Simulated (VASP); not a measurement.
Input of a VASP 6.6.1 run:

File INCAR:

```
PREC = Accurate
ENCUT = 520
EDIFF = 1E-8
ISMEAR = -1
SIGMA = 0.02
LREAL = False
LASPH = True
NELM = 100
ALGO = Normal
ISIF = 2
LWAVE = False
LCHARG = False
LEFG = True
NBANDS = 27
```

File KPOINTS:

```
regular mesh
0
Gamma
  10 10 10
```

The input POSCAR:

```
ZrBr
1.0
    1.7690669013      1.0213712516      9.3570000000
   -1.7690669013      1.0213712516      9.3570000000
    0.0000000000     -2.0427425033      9.3570000000
Zr Br
2 2
Direct
    0.2092000000      0.2092000000      0.2092000000
    0.7908000000      0.7908000000      0.7908000000
    0.3917000000      0.3917000000      0.3917000000
    0.6083000000      0.6083000000      0.6083000000
```

Potentials or basis: VASP PAW LDA potentials, release 64 (Zr_sv, Br).

Command:

```sh
$ cat potpaw_LDA.64/Zr_sv/POTCAR potpaw_LDA.64/Br/POTCAR > POTCAR
$ mpirun -np 1 vasp_std > vasp.out
```

Task: What does it give for the pressure?

Result: -4.4 GPa.

Task: Predict the largest force.

Result: 0.447 eV/Å.

Task: Predict the band gap on the k mesh.

Result: Zero (bands 19 and 20 overlap by 0.22 eV).

Forces on the atoms (eV/Å):
```
Zr   0.000  0.000 -0.447
Zr   0.000  0.000  0.447
Br   0.000  0.000  0.199
Br   0.000  0.000 -0.199
```

Caveat: the cell differs from its parent crystal (equal xx and yy strain of +1 %); the cell stands under tension; without QUAD_EFG the Cq values of the log hold for a quadrupole moment of 1 mb, not for the nuclei.
